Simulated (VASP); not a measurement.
Write the native input for VASP 6.6.1 that does the following.

```
Task                   : single point
Functional             : LDA
Potentials or basis    : VASP PAW LDA potentials, release 64 (Mo_sv)
Cutoff                 : 520 eV
k mesh                 : 12 × 12 × 11
Occupations            : fermi-dirac, width 0.1 eV
Spin                   : no spin polarisation
Dipole correction      : no
Further INCAR settings : ALGO = Normal; EDIFF = 1e-07; NBANDS = 13
```

The structure of Mo lies in POSCAR:

```
Mo
1.0
    2.7355100000      0.0000000000      0.0000000000
   -1.3677550000      2.3690210000      0.0000000000
    0.0000000000      0.0000000000      2.5551810000
Mo
1
Direct
    0.0000000000      0.0000000000      0.5000000000
```

The input as run:

INCAR

```
SYSTEM = Mo
PREC = Accurate
ENCUT = 520
EDIFF = 1E-7
ISMEAR = -1
SIGMA = 0.1
LREAL = .FALSE.
LASPH = .TRUE.
NELM = 60
ALGO = Normal
ISIF = 2
LWAVE = .FALSE.
LCHARG = .FALSE.
GGA = CA
NBANDS = 13
```

KPOINTS

```
Automatic mesh
0
G
  12 12 11
  0 0 0
```

Potentials or basis: VASP PAW LDA potentials, release 64 (Mo_sv).

The run is started by

```console
$ cat potpaw_LDA.64/Mo_sv/POTCAR > POTCAR
$ mpirun -np 1 vasp_std > vasp.out
```

It gave:

* Pressure: -7.8 GPa
* Band gap on the k mesh: zero (band 7 reaches 12.38 eV, above the bottom of band 8 at 10.52 eV)

Wall time 6.9 s on 1 thread of Intel(R) Xeon(R) 6975P-C (Granite Rapids), on a shared host, peak memory 0.13 GiB.
